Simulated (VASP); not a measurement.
BN (lda), 4 atoms in the cell. Symmetry: P6_3mc, No. 186, hexagonal system. Conventional cell: a = 2.523 Å, b = 2.523 Å, c = 4.174 Å, α = 90.00°, β = 90.00°, γ = 120.00°. Within 2.1 Å of B (site symmetry 3m) lie 4 N at 1.55 to 1.56 Å. Within 2.1 Å of N (site symmetry 3m) lie 4 B at 1.55 to 1.56 Å. 

| Item | Value |
| --- | --- |
| Program | VASP 6.6.1 |
| Task | single point |
| Functional | LDA |
| Potentials or basis | VASP PAW LDA potentials, release 64 (B, N) |
| Cutoff | 520 eV |
| k mesh | 9 × 9 × 6 |
| Occupations | gaussian, width 0.01 eV |
| Spin | no spin polarisation |
| Dipole correction | no |
| Further INCAR settings | ALGO = Normal; EDIFF = 1e-06; NBANDS = 16 |

Potentials or basis: VASP PAW LDA potentials, release 64 (B, N).

Run with:

```bash
$ cat potpaw_LDA.64/B/POTCAR potpaw_LDA.64/N/POTCAR > POTCAR
$ mpirun -np 1 vasp_std > vasp.out
```

Hardware: 1 thread of Intel(R) Xeon(R) 6975P-C (Granite Rapids), with other jobs on the host.

Problem. Estimate the wall time of this run.

Solution. It took 5.8 s on 1 thread of Intel(R) Xeon(R) 6975P-C (Granite Rapids), on a shared host, peak memory 0.13 GiB. Counts: scf iterations 12, k points 48.
